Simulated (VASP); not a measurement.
Wanted: the native input for a VASP 6.6.1 run.

```
Task                   : single point
Functional             : PBEsol
Potentials or basis    : VASP PAW PBE potentials, release 64 (Sn_d, O)
Cutoff                 : 520 eV
k mesh                 : 6 × 8 × 3
Occupations            : gaussian, width 0.05 eV
Spin                   : no spin polarisation
Dipole correction      : no
Further INCAR settings : ALGO = Normal; EDIFF = 1e-07; NBANDS = 50
```

The structure of SnO lies in POSCAR:

```
SnO
1.0
    0.0000000000      0.0000000000     -4.2219700000
   -3.3550050000      0.0000000000      0.0000000000
   -0.3355005000     11.3482080000      0.0000000000
Sn O
4 4
Direct
    0.4868560000     -0.0865954500      0.8659545000
    0.4868560000     -0.0365954500      0.3659545000
    0.9868560000      0.4865954500      0.1340455000
    0.9868560000      0.4365954500      0.6340455000
    0.2631430000     -0.0195625000      0.1956250000
    0.2631430000     -0.0695625000      0.6956250000
    0.7631430000      0.4195625000      0.8043750000
    0.7631430000      0.4695625000      0.3043750000
```

This cell differs from its parent crystal: the part above a cut slid along it.

The input as run:

INCAR

```
PREC = Accurate ; ENCUT = 520
EDIFF = 1E-7 ; ISMEAR = 0
SIGMA = 0.05 ; LREAL = False
LASPH = True ; NELM = 60
ALGO = Normal ; ISIF = 2
LWAVE = False ; LCHARG = True
GGA = PS ; LELF = True
LVHAR = True ; NBANDS = 50
```

KPOINTS

```
regular mesh
0
Gamma
  6 8 3
```

Potentials or basis: VASP PAW PBE potentials, release 64 (Sn_d, O).

Command:

```sh
$ cat potpaw_PBE.64/Sn_d/POTCAR potpaw_PBE.64/O/POTCAR > POTCAR
$ mpirun -np 1 vasp_std > vasp.out
```

It gave:

```yaml
Pressure: -2.9 GPa
Largest_force: 0.353 eV/Å
Band_gap_on_the_k_mesh: 1.33 eV (least direct gap 1.79 eV)
```

Caveat: the cell differs from its parent crystal (the part above a cut slid along it); the PAW data sets were made with another functional, which shifts forces and pressure a little; spin-orbit coupling is left out, which moves the levels of the heavy elements.

Run time: 15 min on 1 thread of Oxide Virtual Turin-like Processor, on a shared host, peak memory 0.41 GiB.
